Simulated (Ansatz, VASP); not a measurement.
# HgTe in VASP and in Ansatz

The input INCAR:

```
SYSTEM = HgTe
PREC = Accurate ; ENCUT = 500
EDIFF = 1E-6 ; ISMEAR = -1
SIGMA = 0.1 ; LREAL = .False.
LASPH = .True. ; NELM = 120
ALGO = Normal ; ISIF = 2
LWAVE = .False. ; LCHARG = .True.
GGA = CA ; LELF = .True.
LVHAR = .True. ; NBANDS = 16
GGA_COMPAT = .False.
```

Contents of KPOINTS:

```
Automatic mesh
0
Gamma
  6 6 6
  0 0 0
```

The input POSCAR:

```
HgTe
1.0
   -3.0456030000      3.0456030000      1.5594100000
    3.0456030000     -3.0456030000      1.5594100000
    3.0456030000      3.0456030000     -1.5594100000
Hg Te
1 1
Direct
    0.2500000000      0.7500000000      0.5000000000
    0.0000000000      0.0000000000      0.0000000000
```

Input for Ansatz:

```yaml
crystal:
  lattice:
    - [-3.045603, 3.045603, 1.55941]
    - [3.045603, -3.045603, 1.55941]
    - [3.045603, 3.045603, -1.55941]
  atoms:
    - { symbol: Hg, position: [0.25, 0.75, 0.5] }
    - { symbol: Te, position: [0.0, 0.0, 0.0] }
kpoints:
  mp_grid:
    grid: [6, 6, 6]
    shift: [0.0, 0.0, 0.0]
hamiltonian:
  xc: lda
  pseudopotentials:
    kind: paw
scf:
  convergence:
    dr2_threshold: 1.0e-09
  occupations:
    method: fermi_dirac
    width: 0.1
output:
  forces: true
  stress: true
```

Alike in both runs: task single point; functional LDA; k mesh 6 × 6 × 6; occupations fermi-dirac, width 0.1 eV; no spin polarisation.

```csv
,VASP,Ansatz
version,VASP 6.6.1,Ansatz 0.2.0
potentials or method,"VASP PAW LDA potentials, release 64 (Hg, Te)","plane waves, PAW"
plane-wave cutoff (eV),500,420
valence electrons in the cell,18,36
```

|  | VASP | Ansatz | Ansatz less VASP |
| --- | --- | --- | --- |
| pressure (GPa) | -4.5 | -4.7 | -0.18 |
| traceless stress, the component that is largest in VASP (GPa) | -0.12 | -0.17 | -0.042 |

LDA's correlation is that of Perdew and Zunger in VASP and of Perdew and Wang (1992) in Ansatz. VASP's potentials hold 18 valence electrons a cell and Ansatz's 36, so a difference there can come from the potentials and not from the codes. Ansatz's warnings: stress scf threshold loose.

The k mesh is coarse, so the values compare programs but aren't converged. Spin-orbit coupling is off throughout.
